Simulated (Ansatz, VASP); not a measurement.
## One calculation of Sr, two programs

INCAR

```
SYSTEM = Sr
ALGO = Fast ; EDIFF = 1E-7
ENCUT = 520 ; GGA = PS
ISIF = 2 ; ISMEAR = 0
LASPH = .True. ; LCHARG = .True.
LELF = .True. ; LREAL = .False.
LVHAR = .True. ; LWAVE = .False.
NBANDS = 11 ; NELM = 80
PREC = Accurate ; SIGMA = 0.15
```

KPOINTS

```
k-points
0
Gamma
  16 16 16
  0 0 0
```

File POSCAR:

```
Sr
1.0
   -1.5577652700      2.5059702169      2.5059702169
    2.5059702169     -1.5577652700      2.5059702169
    2.5059702169      2.5059702169     -1.5577652700
Sr
1
Direct
    0.0000000000      0.0000000000      0.0000000000
```

Input for Ansatz:

```yaml
crystal:
  lattice:
    - [-1.55776527, 2.5059702169, 2.5059702169]
    - [2.5059702169, -1.55776527, 2.5059702169]
    - [2.5059702169, 2.5059702169, -1.55776527]
  atoms:
    - { symbol: Sr, position: [0.0, 0.0, 0.0] }
basis:
  ecutwfc: 420
kpoints:
  mp_grid: { grid: [16, 16, 16] }
hamiltonian:
  xc: pbesol
scf:
  occupations: { method: gaussian, width: 0.15 }
output:
  forces: true
  stress: true
  eigenvalues: true
```

Alike in both runs: task single point; functional PBEsol; k mesh 16 × 16 × 16; occupations gaussian, width 0.15 eV; no spin polarisation.

|  | VASP | Ansatz |
| --- | --- | --- |
| version | VASP 6.6.1 | Ansatz 0.2.0 |
| potentials or method | VASP PAW PBE potentials, release 64 (Sr_sv), cutoff 520 eV | scalar-relativistic, plane waves, PAW |
| valence electrons in the cell | 10 | 10 |

```csv
,VASP,Ansatz,Ansatz less VASP
gap on the k mesh at the Fermi level (eV),none,none,-
pressure (GPa),-0.5,-0.5,-0.01
"traceless stress, the component that is largest in VASP (GPa)",-0.66,-0.66,0.000
```

VASP's potentials were made for PBE, not for PBEsol. A gap of «none» marks a metal or a gap that the smearing closes. With one functional, cell and mesh, what is left measures potentials, basis and numerics.
